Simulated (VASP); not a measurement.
# CeO2 (Fm-3m) in VASP: a series of runs

Runs on CeO2. Level: PBEsol. Tasks: single point.

All numbers are computed with VASP 6.6.1; they aren't measurements. Logs are shortened: lines on timing, memory, paths and dates and some standing lists are left out, and cuts for length are marked.

### 1 The cell of the first run

It takes space group Fm-3m (No. 225, cubic). Conventional cell: a = 5.434 Å, b = 5.434 Å, c = 5.434 Å, α = 90.00°, β = 90.00°, γ = 90.00°. Within 3.1 Å of Ce (site symmetry m-3m) lie 8 O at 2.35 Å. Within 3.1 Å of O (site symmetry -43m) lie 4 Ce at 2.35 Å and 6 O at 2.72 Å.

### 2 Single point, PBEsol (13.37 Å³/atom)

Contents of INCAR:

```
  PREC = Accurate
  ENCUT = 520
  EDIFF = 1E-6
  ISMEAR = 0
  SIGMA = 0.05
  LREAL = F
  LASPH = T
  NELM = 100
  ALGO = Normal
  ISIF = 2
  LWAVE = F
  LCHARG = F
  GGA = PS
  NBANDS = 19
```

Contents of KPOINTS:

```
regular mesh
0
Gamma
  12 12 12
```

Contents of POSCAR:

```
CeO2
1.0
    0.0000000000      2.7168845380      2.7168845380
    2.7168845380      0.0000000000      2.7168845380
    2.7168845380      2.7168845380      0.0000000000
Ce O
1 2
Direct
    0.0000000000      0.0000000000      0.0000000000
    0.2500000000      0.2500000000      0.2500000000
    0.7500000000      0.7500000000      0.7500000000
```

Potentials or basis: VASP PAW PBE potentials, release 64 (Ce, O).

The run is started by

```
$ cat potpaw_PBE.64/Ce/POTCAR potpaw_PBE.64/O/POTCAR > POTCAR
$ mpirun -np 1 vasp_std > vasp.out
```

OUTCAR:

```text
PREC = Accurate
   ENCUT = 520
   EDIFF = 1E-6
   ISMEAR = 0
   LREAL = F
   LASPH = T
   NELM = 100
   ISIF = 2
   GGA = PS

 ion  position               nearest neighbor table
   1  0.000  0.000  0.000-   3 2.35   3 2.35   3 2.35   2 2.35   3 2.35   2 2.35   2 2.35   2 2.35

   2  0.250  0.250  0.250-   1 2.35   1 2.35   1 2.35   1 2.35
   3  0.750  0.750  0.750-   1 2.35   1 2.35   1 2.35   1 2.35

  LATTYP: Found a face centered cubic cell.
 ALAT       =     5.4337690760

  Lattice vectors:

 A1 = (   0.0000000000,   2.7168845380,   2.7168845380)
 A2 = (   2.7168845380,   0.0000000000,   2.7168845380)
 A3 = (   2.7168845380,   2.7168845380,   0.0000000000)

Analysis of symmetry for initial positions (statically):
=====================================================================
 Subroutine PRICEL returns:
 Original cell was already a primitive cell.

 Routine SETGRP: Setting up the symmetry group for a
 face centered cubic supercell.

 Subroutine GETGRP returns: Found 48 space group operations
 (whereof 48 operations were pure point group operations)
 out of a pool of 48 trial point group operations.

The static configuration has the point symmetry O_h .

Analysis of symmetry for dynamics (positions and initial velocities):
=====================================================================
 Subroutine PRICEL returns:
 Original cell was already a primitive cell.

 Routine SETGRP: Setting up the symmetry group for a
 face centered cubic supercell.

 Subroutine GETGRP returns: Found 48 space group operations
 (whereof 48 operations were pure point group operations)
 out of a pool of 48 trial point group operations.

The dynamic configuration has the point symmetry O_h .

 Subroutine INISYM returns: Found 48 space group operations
 (whereof 48 operations are pure point group operations),
 and found     1 'primitive' translations

----------------------------------------------------------------------------------------

                                     Primitive cell

  volume of cell :      40.1092

  direct lattice vectors                    reciprocal lattice vectors
     0.000000000  2.716884538  2.716884538    -0.184034321  0.184034321  0.184034321
     2.716884538  0.000000000  2.716884538     0.184034321 -0.184034321  0.184034321
     2.716884538  2.716884538  0.000000000     0.184034321  0.184034321 -0.184034321

  length of vectors
[... 83 lines left out ...]
   NELM   =    100;   NELMIN=  2; NELMDL= -5     # of ELM steps
   EDIFF  = 0.1E-05   stopping-criterion for ELM
   LREAL  =      F    real-space projection
   EDIFFG = 0.1E-04   stopping-criterion for IOM
   NSW    =      0    number of steps for IOM
   IBRION =     -1    ionic relax: 0-MD 1-quasi-New 2-CG
   NFREE  =      0    steps in history (QN), initial steepest desc. (CG)
   ISIF   =      2    stress and relaxation
   ISYM   =      2    0-nonsym 1-usesym 2-fastsym
   POTIM  = 0.5000    time-step for ionic-motion
   TEBEG  =    0.0;   TEEND  =   0.0 temperature during run
   PSTRESS=    0.0 pullay stress
   NELECT =      24.0000    total number of electrons
   NUPDOWN=      -1.0000    fix difference up-down
   EMIN   =  10.00;   EMAX   =-10.00  energy-range for DOS
   EFERMI =   0.00;   METHOD = LEGACY
   ISMEAR =     0;   SIGMA  =   0.05  broadening in eV -4-tet -1-fermi 0-gaus
   EFERMI_NEDOS =   21; number of points for ismear=-14 and -15
   IALGO  =     38    algorithm
   IMIX   =      4    mixing-type and parameters
     AMIX     =   0.40;   BMIX     =  1.00
     AMIX_MAG =   1.60;   BMIX_MAG =  1.00
  volume/ion in A,a.u.               =      13.37        90.22
  Fermi-wavevector in a.u.,A,eV,Ry     =   1.379529  2.606931 25.893239  1.903099
  Thomas-Fermi vector in A             =   2.504490
   LORBIT       =      0    0 simple, 1 ext, 2 COOP (PROOUT), +10 PAW based schemes
   GGA     = PS    functional components
   LHFCALC =     F    Hartree Fock is set to
   AEXX    =    0.0000 exact exchange contribution
   IVDW    =     0    specifies the selected vdW correction
   LEPSILON=     F    determine dielectric tensor
   LRPA    =     F    only Hartree local field effects (RPA)
 non-spin polarized calculation
 Gauss-broadening in eV      SIGMA  =   0.05
  energy-cutoff  :      520.00
  volume of cell :       40.11
 maximum number of plane-waves:      1106
 NGX is ok and might be reduce to    30
   NGX = 15   NGY = 15   NGZ = 15

 number of electron      23.9999991 magnetization

 Free energy of the ion-electron system (eV)
  ---------------------------------------------------
  ext. energy  EPLUGINS =         0.00000000
  ---------------------------------------------------
  free energy    TOTEN  =       -27.53669467 eV

  energy without entropy =      -27.53669467  energy(sigma->0) =      -27.53669467

 E-fermi :   5.3543     XC(G=0): -11.5272

 val. band max:        5.0774286192   @ k =  -0.2500   0.2500   0.0000
 cond. band min:       6.9924322794   @ k =   0.5000   0.0000   0.0000
 fundamental gap:      1.9150036602
 Fermi energy:         5.3542932095

 k-point     1 :       0.0000    0.0000    0.0000
  band No.  band energies     occupation
      1     -27.3560      2.00000
      2     -11.1530      2.00000
      3     -10.1750      2.00000
      4      -9.5130      2.00000
      5      -9.5130      2.00000
      6      -9.5130      2.00000
[... 505 lines left out ...]
      6      -7.3251      2.00000
[... 11 lines left out ...]
     18       7.6654      0.00000
     19       7.9607      0.00000

 [... further k-points ...]

------------------------ aborting loop because EDIFF is reached ----------------------------------------

  FORCE on cell =-STRESS in cart. coord.  units (eV):
  Direction    XX          YY          ZZ          XY          YZ          ZX
  --------------------------------------------------------------------------------------
  -------------------------------------------------------------------------------------
  Total       -0.9122776     -0.9122776     -0.9122776      0.0000000     -0.0000000      0.0000000
  in kB      -36.4413179    -36.4413179    -36.4413179      0.0000000     -0.0000000      0.0000000
  external PRESSURE =     -36.4413179 kB  Pullay stress =       0.0000000 kB

 VOLUME and BASIS-vectors are now :
 -----------------------------------------------------------------------------
  energy-cutoff  :      520.00
  volume of cell :       40.11
      direct lattice vectors                 reciprocal lattice vectors
     0.000000000  2.716884538  2.716884538    -0.184034321  0.184034321  0.184034321
     2.716884538  0.000000000  2.716884538     0.184034321 -0.184034321  0.184034321
     2.716884538  2.716884538  0.000000000     0.184034321  0.184034321 -0.184034321

 POSITION                                       TOTAL-FORCE (eV/Angst)
 -----------------------------------------------------------------------------------
      0.00000      0.00000      0.00000         0.000000      0.000000      0.000000
      1.35844      1.35844      1.35844         0.000000      0.000000      0.000000
      4.07533      4.07533      4.07533        -0.000000     -0.000000     -0.000000
 -----------------------------------------------------------------------------------
    total drift:                                0.000000     -0.000000      0.000000

  FREE ENERGIE OF THE ION-ELECTRON SYSTEM (eV)
  ---------------------------------------------------
  free  energy   TOTEN  =       -27.5366946674 eV

  energy  without entropy=      -27.5366946674  energy(sigma->0) =      -27.53669467
```

stdout:

```text
POSCAR found type information on POSCAR CeO
 POSCAR found :  2 types and       3 ions
 scaLAPACK will be used
 -----------------------------------------------------------------------------
|                                                                             |
|                                                                             |
|     You enforced a specific xc type in the INCAR file but a different       |
|     I HOPE YOU KNOW WHAT YOU ARE DOING!                                     |
|                                                                             |
 -----------------------------------------------------------------------------

 LDA part: xc-table for (Slater+PW92), standard interpolation
 POSCAR, INCAR and KPOINTS ok, starting setup
 FFT: planning ... GRIDC
 FFT: planning ... GRID_SOFT
 FFT: planning ... GRID
 WAVECAR not read
 entering main loop
```

It took 77 s on 1 thread of Intel Xeon Platinum 8259CL at 2.50GHz (Skylake/Cascade Lake), shared host; peak memory 0.22 GiB.

What came out:

```yaml
Free_energy: -27.5367 eV
Pressure: -3.6 GPa
Band_gap_on_the_k_mesh: 1.92 eV (least direct gap 2.02 eV)
```

Caveat: the cell stands under tension; the PAW data sets were made with another functional, which shifts forces and pressure a little; spin-orbit coupling is left out, which moves the levels of the heavy elements; semilocal functionals describe open f shells poorly, which spoils levels, moments and volumes. A k mesh can miss the band edges.

### 3 Single point, PBEsol (13.63 Å³/atom)

This run uses another cell than the first one, of 13.63 Å³/atom.

Contents of INCAR:

```
SYSTEM = CeO2
ALGO     = Normal         ! electronic algorithm
EDIFF    = 1E-6           ! SCF threshold, eV
ENCUT    = 520            ! plane-wave cutoff, eV
GGA      = PS             ! functional
ISIF     = 2              ! what is computed and relaxed
ISMEAR   = 0              ! smearing method
LASPH    = .True.         ! aspherical terms in the spheres
LCHARG   = .False.        ! write CHGCAR
LREAL    = .False.        ! projectors in reciprocal space
LWAVE    = .False.        ! write WAVECAR
NBANDS   = 19             ! bands
NELM     = 80             ! most SCF steps
PREC     = Accurate       ! precision mode
SIGMA    = 0.05           ! smearing width, eV
```

Contents of KPOINTS:

```
k-points
0
Gamma
  12 12 12
  0 0 0
```

Contents of POSCAR:

```
CeO2
1.0
    0.0000000000      2.7345271397      2.7345271397
    2.7345271397      0.0000000000      2.7345271397
    2.7345271397      2.7345271397      0.0000000000
Ce O
1 2
Direct
    0.0000000000      0.0000000000      0.0000000000
    0.2500000000      0.2500000000      0.2500000000
    0.7500000000      0.7500000000      0.7500000000
```

Potentials or basis: VASP PAW PBE potentials, release 64 (Ce, O).

The run is started by

```
$ cat potpaw_PBE.64/Ce/POTCAR potpaw_PBE.64/O/POTCAR > POTCAR
$ mpirun -np 1 vasp_std > vasp.out
```

OUTCAR:

```text
SYSTEM = CeO2
   EDIFF = 1E-6
   ENCUT = 520
   GGA = PS
   ISIF = 2
   ISMEAR = 0
   LASPH = .True.
   LREAL = .False.
   NELM = 80
   PREC = Accurate

 ion  position               nearest neighbor table
   1  0.000  0.000  0.000-   3 2.37   3 2.37   3 2.37   2 2.37   3 2.37   2 2.37   2 2.37   2 2.37

   2  0.250  0.250  0.250-   1 2.37   1 2.37   1 2.37   1 2.37
   3  0.750  0.750  0.750-   1 2.37   1 2.37   1 2.37   1 2.37

  LATTYP: Found a face centered cubic cell.
 ALAT       =     5.4690542794

  Lattice vectors:

 A1 = (   0.0000000000,   2.7345271397,   2.7345271397)
 A2 = (   2.7345271397,   0.0000000000,   2.7345271397)
 A3 = (   2.7345271397,   2.7345271397,   0.0000000000)

Analysis of symmetry for initial positions (statically):
=====================================================================
 Subroutine PRICEL returns:
 Original cell was already a primitive cell.

 Routine SETGRP: Setting up the symmetry group for a
 face centered cubic supercell.

 Subroutine GETGRP returns: Found 48 space group operations
 (whereof 48 operations were pure point group operations)
 out of a pool of 48 trial point group operations.

The static configuration has the point symmetry O_h .

Analysis of symmetry for dynamics (positions and initial velocities):
=====================================================================
 Subroutine PRICEL returns:
 Original cell was already a primitive cell.

 Routine SETGRP: Setting up the symmetry group for a
 face centered cubic supercell.

 Subroutine GETGRP returns: Found 48 space group operations
 (whereof 48 operations were pure point group operations)
 out of a pool of 48 trial point group operations.

The dynamic configuration has the point symmetry O_h .

 Subroutine INISYM returns: Found 48 space group operations
 (whereof 48 operations are pure point group operations),
 and found     1 'primitive' translations

[... 112 lines left out ...]
   EFERMI_NEDOS =   21; number of points for ismear=-14 and -15
   IALGO  =     38    algorithm
   IMIX   =      4    mixing-type and parameters
     AMIX     =   0.40;   BMIX     =  1.00
     AMIX_MAG =   1.60;   BMIX_MAG =  1.00
  volume/ion in A,a.u.               =      13.63        91.99
  Fermi-wavevector in a.u.,A,eV,Ry     =   1.370628  2.590112 25.560201  1.878622
  Thomas-Fermi vector in A             =   2.496397
   LORBIT       =      0    0 simple, 1 ext, 2 COOP (PROOUT), +10 PAW based schemes
   GGA     = PS    functional components
   LHFCALC =     F    Hartree Fock is set to
   AEXX    =    0.0000 exact exchange contribution
   IVDW    =     0    specifies the selected vdW correction
   LEPSILON=     F    determine dielectric tensor
   LRPA    =     F    only Hartree local field effects (RPA)
 non-spin polarized calculation
 Gauss-broadening in eV      SIGMA  =   0.05
  energy-cutoff  :      520.00
  volume of cell :       40.90
 maximum number of plane-waves:      1124
 NGX is ok and might be reduce to    30
   NGX = 15   NGY = 15   NGZ = 15

 number of electron      23.9999992 magnetization

 Free energy of the ion-electron system (eV)
  ---------------------------------------------------
  ext. energy  EPLUGINS =         0.00000000
  ---------------------------------------------------
  free energy    TOTEN  =       -27.51189048 eV

  energy without entropy =      -27.51189048  energy(sigma->0) =      -27.51189048

 E-fermi :   5.1872     XC(G=0): -11.4227

 val. band max:        4.8751984304   @ k =  -0.2500   0.2500   0.0000
 cond. band min:       6.7342222970   @ k =   0.5000   0.0000   0.0000
 fundamental gap:      1.8590238665
 Fermi energy:         5.1871883197

 k-point     1 :       0.0000    0.0000    0.0000
  band No.  band energies     occupation
      1     -27.5921      2.00000
      2     -11.3066      2.00000
      3     -10.3293      2.00000
      4      -9.7694      2.00000
      5      -9.7694      2.00000
      6      -9.7694      2.00000
[... 505 lines left out ...]
      6      -7.6162      2.00000
[... 11 lines left out ...]
     18       7.3800      0.00000
     19       7.6669      0.00000

 [... further k-points ...]

------------------------ aborting loop because EDIFF is reached ----------------------------------------

  FORCE on cell =-STRESS in cart. coord.  units (eV):
  Direction    XX          YY          ZZ          XY          YZ          ZX
  --------------------------------------------------------------------------------------
  -------------------------------------------------------------------------------------
  Total       -1.7507152     -1.7507152     -1.7507152      0.0000000      0.0000000     -0.0000000
  in kB      -68.5881942    -68.5881942    -68.5881942      0.0000000      0.0000000     -0.0000000
  external PRESSURE =     -68.5881942 kB  Pullay stress =       0.0000000 kB

 VOLUME and BASIS-vectors are now :
 -----------------------------------------------------------------------------
  energy-cutoff  :      520.00
  volume of cell :       40.90
      direct lattice vectors                 reciprocal lattice vectors
     0.000000000  2.734527140  2.734527140    -0.182846969  0.182846969  0.182846969
     2.734527140  0.000000000  2.734527140     0.182846969 -0.182846969  0.182846969
     2.734527140  2.734527140  0.000000000     0.182846969  0.182846969 -0.182846969

 POSITION                                       TOTAL-FORCE (eV/Angst)
 -----------------------------------------------------------------------------------
      0.00000      0.00000      0.00000         0.000000     -0.000000     -0.000000
      1.36726      1.36726      1.36726        -0.000000     -0.000000     -0.000000
      4.10179      4.10179      4.10179         0.000000      0.000000      0.000000
 -----------------------------------------------------------------------------------
    total drift:                                0.000000     -0.000000      0.000000

  FREE ENERGIE OF THE ION-ELECTRON SYSTEM (eV)
  ---------------------------------------------------
  free  energy   TOTEN  =       -27.5118904762 eV

  energy  without entropy=      -27.5118904762  energy(sigma->0) =      -27.51189048
```

OSZICAR:

```text
N       E                     dE             d eps       ncg     rms          rms(c)
DAV:   1     0.231040870479E+03    0.23104E+03   -0.11364E+04  2800   0.166E+03
DAV:   2     0.110304904736E+02   -0.22001E+03   -0.19078E+03  3345   0.288E+02
[... 10 lines left out ...]
DAV:  13    -0.275121853101E+02    0.67599E-02   -0.61845E-02  3510   0.228E+00    0.359E-01
DAV:  14    -0.275157986906E+02   -0.36134E-02   -0.60273E-03  4416   0.944E-01    0.973E-01
DAV:  15    -0.275126887067E+02    0.31100E-02   -0.28793E-03  2984   0.817E-01    0.449E-01
DAV:  16    -0.275119207507E+02    0.76796E-03   -0.13741E-03  3820   0.490E-01    0.157E-01
DAV:  17    -0.275118903384E+02    0.30412E-04   -0.19787E-04  3921   0.127E-01    0.668E-02
DAV:  18    -0.275118907039E+02   -0.36554E-06   -0.15169E-05  4346   0.198E-02    0.286E-02
DAV:  19    -0.275118904762E+02    0.22770E-06   -0.55331E-07  1605   0.683E-03
   1 F= -.27511890E+02 E0= -.27511890E+02  d E =-.241475E-20
```

stdout:

```text
POSCAR found type information on POSCAR CeO
 POSCAR found :  2 types and       3 ions
 scaLAPACK will be used
 -----------------------------------------------------------------------------
|                                                                             |
|                                                                             |
|     You enforced a specific xc type in the INCAR file but a different       |
|     I HOPE YOU KNOW WHAT YOU ARE DOING!                                     |
|                                                                             |
 -----------------------------------------------------------------------------

 LDA part: xc-table for (Slater+PW92), standard interpolation
 POSCAR, INCAR and KPOINTS ok, starting setup
 FFT: planning ... GRIDC
 FFT: planning ... GRID_SOFT
 FFT: planning ... GRID
 WAVECAR not read
 entering main loop
```

It took 79 s on 1 thread of Intel Xeon Platinum 8259CL at 2.50GHz (Skylake/Cascade Lake), shared host; peak memory 0.22 GiB.

What came out:

| Item | Value |
| --- | --- |
| Free energy | -27.5119 eV |
| Pressure | -6.9 GPa |
| Band gap on the k mesh | 1.86 eV (least direct gap 1.96 eV) |

Levels at points of the mesh, in eV from the valence-band top:
| k point | band 10 | band 11 | band 12 | band 13 | band 14 | band 15 |
| --- | --- | --- | --- | --- | --- | --- |
| (0.00, 0.00, 0.00) | -0.58 | -0.58 | -0.58 | 2.16 | 2.16 | 2.16 |
| (0.50, 0.00, 0.00) | -1.20 | -0.79 | -0.79 | 1.86 | 2.03 | 2.03 |
| (0.50, 0.50, 0.00) | -0.74 | -0.74 | -0.58 | 1.89 | 1.99 | 1.99 |

Caveat: the cell stands under tension; the PAW data sets were made with another functional, which shifts forces and pressure a little; spin-orbit coupling is left out, which moves the levels of the heavy elements; semilocal functionals describe open f shells poorly, which spoils levels, moments and volumes.
